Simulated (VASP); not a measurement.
Crystal: W.

```xyz
1
Lattice="2.7149 0.0000 0.0000 -1.3575 2.3512 0.0000 0.0000 0.0000 2.5368" Properties=species:S:1:pos:R:3 pbc="T T T"
W     0.0000    0.0000    0.0000
```

This isn't the form of W at room conditions, which is bcc.

```yaml
Program: VASP 6.6.1
Task: relaxation of cell and atoms
Functional: PBEsol
Potentials_or_basis: VASP PAW PBE potentials, release 64 (W_sv)
Cutoff: 600 eV
k_mesh: 9 × 9 × 6
Occupations: gaussian, width 0.1 eV
Spin: no spin polarisation
```

At the start: pressure 12.5 GPa; volume 16.19 Å³/atom.

**Question.** Where does the relaxation end?

**Answer.** Over 7 steps the energy falls by 29.0 meV/atom and the volume is 16.93 Å³/atom (+4.6 %); space group P6/mmm (No. 191, to 0.1 Å) before and after.

The path:
| step | energy change (eV) | largest force (eV/Å) | pressure (GPa) | volume (Å³) |
| --- | --- | --- | --- | --- |
| 1 | 0.0000 | 0.0000 | 12.50 | 16.19 |
| 2 | 0.1964 | 0.0000 | -26.43 | 19.33 |
| 3 | -0.0288 | 0.0000 | -0.83 | 16.97 |
| 4 | -0.0289 | 0.0000 | -0.02 | 16.93 |
| 5 | -0.0289 | 0.0000 | -0.13 | 16.94 |
| 6 | -0.0289 | 0.0000 | -0.01 | 16.93 |
| 7 | -0.0290 | 0.0000 | -0.11 | 16.93 |

Final structure:
```
W
1.0
     2.76376    0.00000    0.00000
    -1.38188    2.39349    0.00000
     0.00000    0.00000    2.55997
W
1
Cartesian
  0.0000 0.0000 2.5600
```

Caveat: the k points lie up to 0.41 Å⁻¹ apart in the final cell, too coarse for converged energies and pressures of a metal; the PAW data sets were made with another functional, which shifts forces and pressure a little.
